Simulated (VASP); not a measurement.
Write the native input for VASP 6.6.1 that does the following.

```yaml
Task: single point
Functional: PBE
Potentials_or_basis: VASP PAW PBE potentials, release 64 (Rh_pv)
Cutoff: 520 eV
k_mesh: 49 × 49 × 49
Occupations: fermi-dirac, width 0.0612256 eV
Spin: no spin polarisation
Dipole_correction: no
Further_INCAR_settings: ALGO = Normal; EDIFF = 1e-06; NBANDS = 14
```

The structure of Rh lies in POSCAR:

```
Rh
1.0
    0.0000000000      1.9281314624      1.9281314624
    1.9281314624      0.0000000000      1.9281314624
    1.9281314624      1.9281314624      0.0000000000
Rh
1
Direct
    0.0000000000      0.0000000000      0.0000000000
```

The input as run:

INCAR

```
  PREC = Accurate
  ENCUT = 520
  EDIFF = 1E-6
  ISMEAR = -1
  SIGMA = 0.06122561905347299
  LREAL = False
  LASPH = True
  NELM = 100
  ALGO = Normal
  ISIF = 2
  LWAVE = False
  LCHARG = False
  GGA = PE
  NBANDS = 14
```

KPOINTS

```
Automatic mesh
0
Gamma
  49 49 49
```

Potentials or basis: VASP PAW PBE potentials, release 64 (Rh_pv).

Command:

```bash
$ cat potpaw_PBE.64/Rh_pv/POTCAR > POTCAR
$ mpirun -np 1 vasp_std > vasp.out
```

It gave:

```json
{"Pressure": "-4.9 GPa", "Band gap on the k mesh": "zero (an odd number of electrons rules out a gap without spin polarisation)"}
```

Caveat: the cell stands under tension.

Run time: 4.4 min on 1 thread of Oxide Virtual Turin-like Processor, with other jobs on the host, peak memory 0.55 GiB.
